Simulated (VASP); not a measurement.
MnO2, 3 atoms in the cell. Symmetry: P-3m1, No. 164, trigonal system. The conventional cell has a = 2.894 Å, b = 2.894 Å, c = 4.662 Å, α = 90.00°, β = 90.00°, γ = 120.00°. Within 2.6 Å of Mn (site symmetry -3m) lie 6 O at 1.93 Å. O (site symmetry 3m) has 3 Mn at 1.93 Å and 3 O at 2.55 Å within 2.6 Å. 

```yaml
Program: VASP 6.6.1
Task: single point
Functional: LDA
Potentials_or_basis: VASP PAW LDA potentials, release 64 (Mn_pv, O)
Cutoff: 520 eV
k_mesh: 11 × 11 × 6
Occupations: fermi-dirac, width 0.05 eV
Spin: collinear spin, ferromagnetic start
Starting_moments: "[4.0, 0.0, 0.0] μB"
Dipole_correction: no
Further_INCAR_settings: ALGO = Normal; EDIFF = 1e-07; NBANDS = 24
```

Potentials or basis: VASP PAW LDA potentials, release 64 (Mn_pv, O).

Launch:

```console
$ cat potpaw_LDA.64/Mn_pv/POTCAR potpaw_LDA.64/O/POTCAR > POTCAR
$ mpirun -np 1 vasp_std > vasp.out
```

Hardware: 1 thread of Oxide Virtual Turin-like Processor, on a shared host.

**Question.** How long does it take, and how much memory?

**Answer.** It took 2.8 min on 1 thread of Oxide Virtual Turin-like Processor, with other jobs on the host, peak memory 0.18 GiB. Counts: scf iterations 17, k points 84.
